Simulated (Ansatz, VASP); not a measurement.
## One calculation of GePt2, two programs

```
Ge Pt
1.0
     6.74399    0.00000    0.00000
    -3.37199    5.84046    0.00000
     0.00000    0.00000    3.54096
Ge Pt
3 6
Direct
  0.66667 0.33333 0.00000
  0.33333 0.66667 0.00000
  0.00000 0.00000 0.50000
  0.62217 0.00000 0.50000
  0.37783 0.37783 0.50000
  0.00000 0.62217 0.50000
  0.00000 0.28294 0.00000
  0.71706 0.71706 0.00000
  0.28294 0.00000 0.00000
```

Alike in both runs: functional PBEsol; k mesh 6 × 6 × 10; occupations gaussian, width 0.1 eV; no spin polarisation.

Ansatz relaxed the structure, and its values are those at the end. VASP's run is a single point on that final structure, the one shown.

|  | VASP | Ansatz |
| --- | --- | --- |
| version | VASP 6.6.1 | Ansatz 0.2.0 |
| potentials or method | VASP PAW PBE potentials, release 64 (Ge_d, Pt), cutoff 520 eV | scalar-relativistic, plane waves, PAW |
| valence electrons in the cell | 102 | 150 |

```csv
,VASP,Ansatz,Ansatz less VASP
gap on the k mesh at the Fermi level (eV),none,none,-
pressure (GPa),-3.4,-3.4,-0.06
rms of the force components (eV/Å),0.003,0.003,+0.0002
```

VASP's potentials were made for PBE, not for PBEsol. A gap of «none» marks a metal or a gap that the smearing closes. With one functional, cell and mesh, what is left measures potentials, basis and numerics. VASP's potentials hold 102 valence electrons a cell and Ansatz's 150, so a difference there can come from the potentials and not from the codes. Ansatz's warnings: stress scf threshold loose.

Neither program's run includes spin-orbit coupling.
